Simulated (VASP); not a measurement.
# PtSe2: single point with PBE+D3(BJ)

The system is PtSe2.

```
Pt Se
1.0
     3.77156    0.00000    0.00000
    -1.88578    3.26626    0.00000
     0.00000    0.00000    4.82738
Pt Se
1 2
Cartesian
  0.0000 0.0000 0.0000
  0.0000 2.1775 1.2795
  1.8858 1.0888 3.5479
```

- Program: VASP 6.6.1
- Task: single point
- Functional: PBE
- Dispersion: D3(BJ)
- Potentials or basis: VASP PAW PBE potentials, release 64 (Pt, Se)
- Cutoff: 520 eV
- k mesh: 12 × 12 × 4
- Occupations: fermi-dirac, width 0.02 eV
- Spin: no spin polarisation

```json
{"Pressure": "0.0 GPa", "Largest force": "0.008 eV/Å", "Band gap on the k mesh": "zero (band 11 reaches 7.48 eV, above the bottom of band 12 at 6.66 eV)", "Dispersion energy per atom": "-0.489 eV"}
```

Forces in eV/Å, atoms in the order of the input:
```
Pt   0.000  0.000  0.000
Se   0.000  0.000  0.008
Se   0.000  0.000 -0.008
```

Levels at points of the mesh, in eV from the Fermi level:
```
           k point  band 7  band 8  band 9  band 10  band 11  band 12  band 13  band 14  band 15  band 16
(0.00, 0.00, 0.00)   -3.81   -2.49   -1.02    -1.02     0.77     1.06     1.06     3.35     4.09     7.26
(0.50, 0.00, 0.00)   -3.72   -3.72   -3.34    -3.27    -2.93     0.49     2.48     5.00     6.10     7.00
(0.00, 0.00, 0.50)   -3.86   -2.91   -1.72    -1.72    -1.72     2.31     2.31     4.98     6.50     6.56
(0.50, 0.00, 0.50)   -3.38   -3.36   -3.09    -2.61    -1.12     0.61     1.45     4.90     4.91     7.68
```

Wall time 74 s on 1 thread of Intel Xeon 6975P-C, on a shared host, peak memory 0.23 GiB.

Caveat: spin-orbit coupling is left out, which moves the levels of the heavy elements; pairwise dispersion overbinds metals, which lowers pressure and volume.
